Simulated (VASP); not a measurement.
A run of VASP 6.6.1 is set up as follows.

INCAR

```
SYSTEM = Ti
ALGO = Normal ; EDIFF = 1E-8
ENCUT = 520 ; GGA = PE
ISIF = 2 ; ISMEAR = -1
LASPH = .TRUE. ; LCHARG = .FALSE.
LEFG = .TRUE. ; LREAL = .FALSE.
LWAVE = .FALSE. ; NBANDS = 12
NELM = 60 ; PREC = Accurate
SIGMA = 0.05
```

Contents of KPOINTS:

```
k-points
0
G
  14 14 14
  0 0 0
```

File POSCAR:

```
Ti
1.0
   -1.6731846416      1.6731846416      1.6731846416
    1.6731846416     -1.6731846416      1.6731846416
    1.6731846416      1.6731846416     -1.6731846416
Ti
1
Direct
    0.0000000000      0.0000000000      0.0000000000
```

Potentials or basis: VASP PAW PBE potentials, release 64 (Ti_sv).

Run with:

```console
$ cat potpaw_PBE.64/Ti_sv/POTCAR > POTCAR
$ mpirun -np 1 vasp_std > vasp.out
```

**Question.** Predict the band gap on the k mesh.

**Answer.** Zero (band 6 reaches 8.24 eV, above the bottom of band 7 at 6.71 eV).

**Question.** What does it give for the pressure?

**Answer.** -7.7 GPa.

Caveat: without QUAD_EFG the Cq values of the log hold for a quadrupole moment of 1 mb, not for the nuclei.
